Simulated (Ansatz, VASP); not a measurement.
Two plane-wave programs on C

```
C
1.0
    -2.46466    0.00000    0.00000
     0.00000    0.00000   -3.57197
     0.00000   -4.26892    0.00000
C
4
Cartesian
  -1.2323 -0.7835 0.0000
  0.0000 -2.7979 0.0000
  0.0000 -1.3510 0.0000
  -1.2323 -3.6054 0.0000
```

Change from the starting cell: mode 8 frozen in at -0.060 Å and mode 12 at -0.012 Å (largest displacements).

Alike in both runs: task single point; functional PBE; dispersion D3(BJ); k mesh 18 × 12 × 10; occupations gaussian, width 0.15 eV; no spin polarisation.

|  | VASP | Ansatz |
| --- | --- | --- |
| version | VASP 6.6.1 | Ansatz 0.2.0 |
| potentials or method | VASP PAW PBE potentials, release 64 (C), cutoff 520 eV | scalar-relativistic, plane waves, PAW |
| valence electrons in the cell | 16 | 16 |

|  | VASP | Ansatz | Ansatz less VASP |
| --- | --- | --- | --- |
| gap on the k mesh at the Fermi level (eV) | none | none | - |
| pressure (GPa) | 3.1 | 2.7 | -0.36 |
| traceless stress, the component that is largest in VASP (GPa) | 8.15 | 7.93 | -0.219 |
| rms of the force components (eV/Å) | 2.839 | 2.848 | +0.0085 |

Atom by atom the forces differ by 0.009 eV/Å (rms over components). A gap of «none» marks a metal or a gap that the smearing closes.
